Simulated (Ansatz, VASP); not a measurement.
## Two plane-wave programs on Cu

```
CELL_PARAMETERS angstrom
1.21029 -3.94969 0.00000
1.21029 3.94969 0.00000
0.00000 0.00000 2.45888
ATOMIC_POSITIONS crystal
Cu 0.86613 0.13387 0.75000
Cu 0.13387 0.86613 0.25000
```

Alike in both runs: task single point; functional r2SCAN; k mesh 11 × 11 × 11; occupations fermi-dirac, width 0.05 eV; no spin polarisation.

|  | VASP | Ansatz |
| --- | --- | --- |
| version | VASP 6.6.1 | Ansatz 0.2.0 |
| potentials or method | VASP PAW PBE potentials, release 64 (Cu) | Ansatz PAW |
| plane-wave cutoff (eV) | 520 | 500 |
| valence electrons in the cell | 22 | 38 |

```csv
,VASP,Ansatz,Ansatz less VASP
gap on the k mesh at the Fermi level (eV),none,none,-
pressure (GPa),4.1,3.4,-0.74
"traceless stress, the component that is largest in VASP (GPa)",0.49,0.53,+0.038
rms of the force components (eV/Å),0.029,0.022,-0.0069
```

VASP's potentials were made for PBE, not for r2SCAN. Atom by atom the forces differ by 0.007 eV/Å (rms over components). A gap of «none» marks a metal or a gap that the smearing closes. The functional is the same, so the differences come from potentials, cutoffs and numerics. VASP's potentials hold 22 valence electrons a cell and Ansatz's 38, so a difference there can come from the potentials and not from the codes.
